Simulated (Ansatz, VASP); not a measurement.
## Fe in VASP and in Ansatz

```
CELL_PARAMETERS angstrom
-1.42461 1.43900 1.43900
1.43900 -1.42461 1.43900
1.43900 1.43900 -1.42461
ATOMIC_POSITIONS crystal
Fe 0.00000 0.00000 0.00000
```

Change from the starting cell: equal xy, yz and zx shear strains of +1 %.

Alike in both runs: task single point; functional PBE; k mesh 20 × 20 × 20; occupations fermi-dirac, width 0.05 eV; collinear spin.

```csv
,VASP,Ansatz
version,VASP 6.6.1,Ansatz 0.2.0
potentials or method,"VASP PAW PBE potentials, release 64 (Fe), cutoff 520 eV","all-electron LAPW, scalar-relativistic"
```

```tsv
	VASP	Ansatz	Ansatz less VASP
pressure (GPa)	-8.5	-8.3	+0.12
traceless stress, the component that is largest in VASP (GPa)	-0.64	-0.70	-0.064
net moment per atom (μB)	2.27	2.25	-0.025
size of the moment on the site where the two differ most (μB)	2.28	2.31	+0.029
```

Site moments also hang on the region over which each program counts them. Ansatz ran all-electron here, and VASP with PAW potentials.
